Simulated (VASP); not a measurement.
Here is a VASP 6.6.1 calculation.

The input INCAR:

```
ALGO = Normal
EDIFF = 1E-6
ENCUT = 500
GGA_COMPAT = F
ISIF = 2
ISMEAR = 0
LASPH = T
LCHARG = F
LREAL = F
LWAVE = F
NBANDS = 16
NELM = 120
PREC = Accurate
SIGMA = 0.02
```

File KPOINTS:

```
k-points
0
Gamma
  10 10 10
```

The input POSCAR:

```
CdSe
1.0
    0.0000000000      3.0038730617      3.0038730617
    3.0038730617      0.0000000000      3.0038730617
    3.0038730617      3.0038730617      0.0000000000
Cd Se
1 1
Direct
    0.0000000000      0.0000000000      0.0000000000
    0.2500000000      0.2500000000      0.2500000000
```

Potentials or basis: VASP PAW LDA potentials, release 64 (Cd, Se).

Run with:

```bash
$ cat potpaw_LDA.64/Cd/POTCAR potpaw_LDA.64/Se/POTCAR > POTCAR
$ mpirun -np 1 vasp_std > vasp.out
```

Question: What does it give for the pressure?

Answer: 0.5 GPa.

Question: Predict the band gap on the k mesh.

Answer: 0.44 eV.

Caveat: semilocal functionals underestimate gaps, and a narrow one can read as zero.
